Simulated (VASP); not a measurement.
GaIr, 2 atoms in the cell. The structure is cubic, space group Pm-3m (No. 221). The conventional cell has a = 2.984 Å, b = 2.984 Å, c = 2.984 Å, α = 90.00°, β = 90.00°, γ = 90.00°. Within 3.4 Å of Ga (site symmetry m-3m) lie 8 Ir at 2.58 Å and 6 Ga at 2.98 Å. Ir (site symmetry m-3m) has 8 Ga at 2.58 Å and 6 Ir at 2.98 Å within 3.4 Å.  This cell differs from its parent crystal: volume scaled by 0.98.

| Quantity | Value |
| --- | --- |
| Program | VASP 6.6.1 |
| Task | electric field gradients |
| Functional | PBEsol |
| Potentials or basis | VASP PAW PBE potentials, release 64 (Ga_d, Ir) |
| Cutoff | 520 eV |
| k mesh | 12 × 12 × 12 |
| Occupations | fermi-dirac, width 0.05 eV |
| Spin | no spin polarisation |
| Dipole correction | no |
| Further INCAR settings | ALGO = Normal; EDIFF = 1e-08; NBANDS = 18 |

Potentials or basis: VASP PAW PBE potentials, release 64 (Ga_d, Ir).

Command:

```bash
$ cat potpaw_PBE.64/Ga_d/POTCAR potpaw_PBE.64/Ir/POTCAR > POTCAR
$ mpirun -np 1 vasp_std > vasp.out
```

Hardware: 1 thread of Intel Xeon 6975P-C, with other jobs on the host.

Problem. How long does it take, and how much memory?

Solution. Run time: 23 s on 1 thread of Intel Xeon 6975P-C, on a shared host, peak memory 0.17 GiB. Counts: scf iterations 14, k points 84.
